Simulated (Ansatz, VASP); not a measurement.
# One calculation of SiC, two programs

```
Si C
1.0
     0.00000    2.20438    2.20438
     2.20438    0.00000    2.20438
     2.20438    2.20438    0.00000
Si C
1 1
Direct
  0.00000 0.00000 0.00000
  0.25000 0.25000 0.25000
```

Change from the starting cell: volume scaled by 1.02, PAW files.

Alike in both runs: task electric field gradients; functional PBE; k mesh 16 × 16 × 16; occupations fermi-dirac, width 0.08 eV; no spin polarisation.

```csv
,VASP,Ansatz
version,VASP 6.6.1,Ansatz 0.2.0
potentials or method,"VASP PAW PBE potentials, release 64 (Si, C)","PAW with Ansatz's default frozen-core files, scalar-relativistic"
plane-wave cutoff (eV),520,420
valence electrons in the cell,8,8
```

|  | VASP | Ansatz | Ansatz less VASP |
| --- | --- | --- | --- |
| pressure (GPa) | -4.1 | -4.1 | +0.04 |

With one functional, cell and mesh, what is left measures potentials, basis and numerics.
